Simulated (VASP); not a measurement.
# KTaO3 (Pm-3m) in VASP: single point with LDA

Aim: the single point of KTaO3 with LDA.

All numbers are computed with VASP 6.6.1; they aren't measurements. Logs are shortened: lines on timing, memory, paths and dates and some standing lists are left out, and cuts for length are marked.

**1. The cell of the first run**

Symmetry: Pm-3m, No. 221, cubic system. The conventional cell has a = 3.995 Å, b = 3.995 Å, c = 3.995 Å, α = 90.00°, β = 90.00°, γ = 90.00°. Within 3.7 Å of K (site symmetry m-3m) lie 12 O at 2.82 Å and 8 Ta at 3.46 Å. Ta (site symmetry m-3m) has 6 O at 2.00 Å within 2.6 Å. Within 2.6 Å of O (site symmetry 4/mmm) lie 2 Ta at 2.00 Å.

**2. Single point, LDA**

The input, INCAR:

```
  PREC = Accurate
  ENCUT = 700
  EDIFF = 1E-6
  ISMEAR = 0
  SIGMA = 0.1
  LREAL = F
  LASPH = T
  NELM = 120
  ALGO = Normal
  ISIF = 2
  LWAVE = F
  LCHARG = F
  GGA = CA
  NBANDS = 28
  GGA_COMPAT = F
```

The input, KPOINTS:

```
regular mesh
0
Gamma
  4 4 4
```

The input, POSCAR:

```
KTaO3
1.0
    3.9948813700      0.0000000000      0.0000000000
    0.0000000000      3.9948813700      0.0000000000
    0.0000000000      0.0000000000      3.9948813700
K Ta O
1 1 3
Direct
    0.0000000000      0.0000000000      0.0000000000
    0.5000000000      0.5000000000      0.5000000000
    0.5000000000      0.5000000000      0.0000000000
    0.5000000000      0.0000000000      0.5000000000
    0.0000000000      0.5000000000      0.5000000000
```

Potentials or basis: VASP PAW LDA potentials, release 64 (K_sv, Ta_sv_GW, O).

Started as:

```console
$ cat potpaw_LDA.64/K_sv/POTCAR potpaw_LDA.64/Ta_sv_GW/POTCAR potpaw_LDA.64/O/POTCAR > POTCAR
$ mpirun -np 1 vasp_std > vasp.out
```

OUTCAR:

```text
PREC = Accurate
   ENCUT = 700
   EDIFF = 1E-6
   ISMEAR = 0
   LREAL = F
   LASPH = T
   NELM = 120
   ISIF = 2
   GGA = CA

 ion  position               nearest neighbor table
   1  0.000  0.000  0.000-   3 2.82   4 2.82   5 2.82   4 2.82   5 2.82   3 2.82   5 2.82   5 2.82
                             3 2.82   4 2.82   4 2.82   3 2.82   2 3.46   2 3.46   2 3.46   2 3.46
   2  0.500  0.500  0.500-   3 2.00   4 2.00   5 2.00   3 2.00   4 2.00   5 2.00   1 3.46   1 3.46
                             1 3.46   1 3.46   1 3.46   1 3.46   1 3.46   1 3.46
   3  0.500  0.500  0.000-   2 2.00   2 2.00   1 2.82   1 2.82   1 2.82   1 2.82
   4  0.500  0.000  0.500-   2 2.00   2 2.00   1 2.82   1 2.82   1 2.82   1 2.82
   5  0.000  0.500  0.500-   2 2.00   2 2.00   1 2.82   1 2.82   1 2.82   1 2.82

  LATTYP: Found a simple cubic cell.
 ALAT       =     3.9948813700

  Lattice vectors:

 A1 = (   3.9948813700,   0.0000000000,   0.0000000000)
 A2 = (   0.0000000000,   3.9948813700,   0.0000000000)
 A3 = (   0.0000000000,   0.0000000000,   3.9948813700)

Analysis of symmetry for initial positions (statically):
=====================================================================
 Subroutine PRICEL returns:
 Original cell was already a primitive cell.

 Routine SETGRP: Setting up the symmetry group for a
 simple cubic supercell.

 Subroutine GETGRP returns: Found 48 space group operations
 (whereof 48 operations were pure point group operations)
 out of a pool of 48 trial point group operations.

The static configuration has the point symmetry O_h .

Analysis of symmetry for dynamics (positions and initial velocities):
=====================================================================
 Subroutine PRICEL returns:
 Original cell was already a primitive cell.

 Routine SETGRP: Setting up the symmetry group for a
 simple cubic supercell.

 Subroutine GETGRP returns: Found 48 space group operations
 (whereof 48 operations were pure point group operations)
 out of a pool of 48 trial point group operations.

The dynamic configuration has the point symmetry O_h .

 Subroutine INISYM returns: Found 48 space group operations
 (whereof 48 operations are pure point group operations),
 and found     1 'primitive' translations

----------------------------------------------------------------------------------------

                                     Primitive cell

  volume of cell :      63.7546

  direct lattice vectors                    reciprocal lattice vectors
     3.994881370  0.000000000  0.000000000     0.250320324  0.000000000  0.000000000
     0.000000000  3.994881370  0.000000000     0.000000000  0.250320324  0.000000000
     0.000000000  0.000000000  3.994881370     0.000000000  0.000000000  0.250320324

  length of vectors
     3.994881370  3.994881370  3.994881370     0.250320324  0.250320324  0.250320324

  position of ions in fractional coordinates (direct lattice)
     0.000000000  0.000000000  0.000000000
     0.500000000  0.500000000  0.500000000
     0.500000000  0.500000000  0.000000000
     0.500000000  0.000000000  0.500000000
     0.000000000  0.500000000  0.500000000

  ion indices of the primitive-cell ions
   primitive index   ion index
                 1           1
                 2           2
                 3           3
                 4           4
                 5           5

----------------------------------------------------------------------------------------

 KPOINTS: regular mesh

Automatic generation of k-mesh.
 Grid dimensions read from file:
 generate k-points for:    4    4    4

 Generating k-lattice:

  Cartesian coordinates                     Fractional coordinates (reciprocal lattice)
     0.062580081  0.000000000  0.000000000     0.250000000  0.000000000  0.000000000
     0.000000000  0.062580081  0.000000000     0.000000000  0.250000000  0.000000000
     0.000000000  0.000000000  0.062580081     0.000000000  0.000000000  0.250000000

  Length of vectors
     0.062580081  0.062580081  0.062580081

  Shift w.r.t. Gamma in fractional coordinates (k-lattice)
     0.000000000  0.000000000  0.000000000

 Subroutine IBZKPT returns following result:
 ===========================================

 Found     10 irreducible k-points:

 Following reciprocal coordinates:
            Coordinates               Weight
  0.000000  0.000000  0.000000      1.000000
  0.250000  0.000000  0.000000      6.000000
  0.500000  0.000000  0.000000      3.000000
  0.250000  0.250000  0.000000     12.000000
  0.500000  0.250000  0.000000     12.000000
  0.500000  0.500000  0.000000      3.000000
  0.250000  0.250000  0.250000      8.000000
  0.500000  0.250000  0.250000     12.000000
  0.500000  0.500000  0.250000      6.000000
  0.500000  0.500000  0.500000      1.000000
   k-points           NKPTS =     10   k-points in BZ     NKDIM =     10   number of bands    NBANDS=     28
   number of dos      NEDOS =    301   number of ions     NIONS =      5
   total plane-waves  NPLWV =  46656
   dimension x,y,z NGX =    36 NGY =   36 NGZ =   36
   dimension x,y,z NGXF=    72 NGYF=   72 NGZF=   72
   ions per type =               1   1   3
   NGX,Y,Z   is equivalent  to a cutoff of  14.98, 14.98, 14.98 a.u.
   NGXF,Y,Z  is equivalent  to a cutoff of  29.96, 29.96, 29.96 a.u.
 SYSTEM =  unknown system
   PREC   = accura    normal or accurate (medium, high low for compatibility)
   ISTART =      0    job   : 0-new  1-cont  2-samecut
   ICHARG =      2    charge: 1-file 2-atom 10-const
   ISPIN  =      1    spin polarized calculation?
   LNONCOLLINEAR =      F non collinear calculations
   LSORBIT =      F    spin-orbit coupling
   LASPH  =      T    aspherical Exc in radial PAW
   ENCUT  =  700.0 eV  51.45 Ry    7.17 a.u.   8.62  8.62  8.62*2*pi/ulx,y,z
   NELM   =    120;   NELMIN=  2; NELMDL= -5     # of ELM steps
   EDIFF  = 0.1E-05   stopping-criterion for ELM
   LREAL  =      F    real-space projection
   EDIFFG = 0.1E-04   stopping-criterion for IOM
   NSW    =      0    number of steps for IOM
   IBRION =     -1    ionic relax: 0-MD 1-quasi-New 2-CG
   NFREE  =      0    steps in history (QN), initial steepest desc. (CG)
   ISIF   =      2    stress and relaxation
   ISYM   =      2    0-nonsym 1-usesym 2-fastsym
   POTIM  = 0.5000    time-step for ionic-motion
   TEBEG  =    0.0;   TEEND  =   0.0 temperature during run
   PSTRESS=    0.0 pullay stress
   NELECT =      40.0000    total number of electrons
   NUPDOWN=      -1.0000    fix difference up-down
   EMIN   =  10.00;   EMAX   =-10.00  energy-range for DOS
   EFERMI =   0.00;   METHOD = LEGACY
   ISMEAR =     0;   SIGMA  =   0.10  broadening in eV -4-tet -1-fermi 0-gaus
   EFERMI_NEDOS =   21; number of points for ismear=-14 and -15
   IALGO  =     38    algorithm
   IMIX   =      4    mixing-type and parameters
     AMIX     =   0.40;   BMIX     =  1.00
     AMIX_MAG =   1.60;   BMIX_MAG =  1.00
  volume/ion in A,a.u.               =      12.75        86.05
  Fermi-wavevector in a.u.,A,eV,Ry     =   1.401493  2.648438 26.724328  1.964183
  Thomas-Fermi vector in A             =   2.524349
   LORBIT       =      0    0 simple, 1 ext, 2 COOP (PROOUT), +10 PAW based schemes
   GGA     = CA    functional components
   LHFCALC =     F    Hartree Fock is set to
   AEXX    =    0.0000 exact exchange contribution
   IVDW    =     0    specifies the selected vdW correction
   LEPSILON=     F    determine dielectric tensor
   LRPA    =     F    only Hartree local field effects (RPA)
 non-spin polarized calculation
 Gauss-broadening in eV      SIGMA  =   0.10
  energy-cutoff  :      700.00
  volume of cell :       63.75
 maximum number of plane-waves:      2730
 NGX is ok and might be reduce to    36
   NGX = 17   NGY = 17   NGZ = 17

 number of electron      40.0000004 magnetization

 Free energy of the ion-electron system (eV)
  ---------------------------------------------------
  ext. energy  EPLUGINS =         0.00000000
  ---------------------------------------------------
  free energy    TOTEN  =       -47.57456873 eV

  energy without entropy =      -47.57456873  energy(sigma->0) =      -47.57456873

 E-fermi :   3.5171     XC(G=0): -11.5361

 val. band max:        2.8376391986   @ k =   0.5000   0.5000   0.5000
 cond. band min:       4.8620325566   @ k =   0.0000   0.0000   0.0000
 fundamental gap:      2.0243933581
 Fermi energy:         3.5170963757

 k-point     1 :       0.0000    0.0000    0.0000
  band No.  band energies     occupation
      1     -64.3457      2.00000
      2     -31.0500      2.00000
      3     -31.0500      2.00000
      4     -31.0500      2.00000
      5     -24.0330      2.00000
      6     -14.3880      2.00000
[... 20 lines left out ...]
     27      10.6038      0.00000
     28      10.6038      0.00000

 k-point     2 :       0.2500    0.0000    0.0000
  band No.  band energies     occupation
      1     -64.3453      2.00000
      2     -31.0948      2.00000
      3     -31.0482      2.00000
      4     -31.0482      2.00000
      5     -24.0179      2.00000
      6     -14.2884      2.00000
[... 20 lines left out ...]
     27      11.3162      0.00000
     28      11.7933      0.00000

 k-point     3 :       0.5000    0.0000    0.0000
  band No.  band energies     occupation
      1     -64.3451      2.00000
      2     -31.1389      2.00000
      3     -31.0464      2.00000
      4     -31.0464      2.00000
      5     -24.0027      2.00000
      6     -14.2886      2.00000
[... 20 lines left out ...]
     27      12.0959      0.00000
     28      13.1159      0.00000

 k-point     4 :       0.2500    0.2500    0.0000
  band No.  band energies     occupation
      1     -64.3451      2.00000
      2     -31.0931      2.00000
      3     -31.0923      2.00000
      4     -31.0464      2.00000
      5     -24.0064      2.00000
      6     -14.0927      2.00000
[... 144 lines left out ...]
     27      13.0479      0.00000
     28      13.2056      0.00000

 k-point     9 :       0.5000    0.5000    0.2500
  band No.  band energies     occupation
      1     -64.3442      2.00000
      2     -31.1321      2.00000
      3     -31.1321      2.00000
      4     -31.0868      2.00000
      5     -23.9788      2.00000
      6     -13.3487      2.00000
[... 20 lines left out ...]
     27      13.4684      0.00000
     28      13.5937      0.00000

 k-point    10 :       0.5000    0.5000    0.5000
  band No.  band energies     occupation
      1     -64.3438      2.00000
      2     -31.1300      2.00000
      3     -31.1300      2.00000
      4     -31.1300      2.00000
      5     -23.9702      2.00000
      6     -12.6983      2.00000
[... 20 lines left out ...]
     27      13.2746      0.00000
     28      14.9217      0.00000

------------------------ aborting loop because EDIFF is reached ----------------------------------------

  FORCE on cell =-STRESS in cart. coord.  units (eV):
  Direction    XX          YY          ZZ          XY          YZ          ZX
  --------------------------------------------------------------------------------------
  -------------------------------------------------------------------------------------
  Total       -2.3472702     -2.3472702     -2.3472702     -0.0000000      0.0000000     -0.0000000
  in kB      -58.9877734    -58.9877734    -58.9877734     -0.0000000      0.0000000     -0.0000000
  external PRESSURE =     -58.9877734 kB  Pullay stress =       0.0000000 kB

 VOLUME and BASIS-vectors are now :
 -----------------------------------------------------------------------------
  energy-cutoff  :      700.00
  volume of cell :       63.75
      direct lattice vectors                 reciprocal lattice vectors
     3.994881370  0.000000000  0.000000000     0.250320324  0.000000000  0.000000000
     0.000000000  3.994881370  0.000000000     0.000000000  0.250320324  0.000000000
     0.000000000  0.000000000  3.994881370     0.000000000  0.000000000  0.250320324

 POSITION                                       TOTAL-FORCE (eV/Angst)
 -----------------------------------------------------------------------------------
      0.00000      0.00000      0.00000         0.000000      0.000000      0.000000
      1.99744      1.99744      1.99744         0.000000      0.000000      0.000000
      1.99744      1.99744      0.00000         0.000000      0.000000      0.000000
      1.99744      0.00000      1.99744         0.000000      0.000000      0.000000
      0.00000      1.99744      1.99744         0.000000      0.000000      0.000000
 -----------------------------------------------------------------------------------
    total drift:                                0.000000      0.000000      0.000000

  FREE ENERGIE OF THE ION-ELECTRON SYSTEM (eV)
  ---------------------------------------------------
  free  energy   TOTEN  =       -47.5745687314 eV

  energy  without entropy=      -47.5745687314  energy(sigma->0) =      -47.57456873
```

Run time: 26 s. Hardware: 1 thread of Intel Xeon Platinum 8375C at 2.90GHz (Ice Lake), shared host; peak memory 0.19 GiB.

Results:

| Property | Result |
| --- | --- |
| Free energy | -47.5746 eV |
| Pressure | -5.9 GPa |
| Band gap on the k mesh | 2.02 eV (least direct gap 2.65 eV) |

Caveat: the cell stands under tension; spin-orbit coupling is left out, which moves the levels of the heavy elements. A k mesh can miss the band edges.
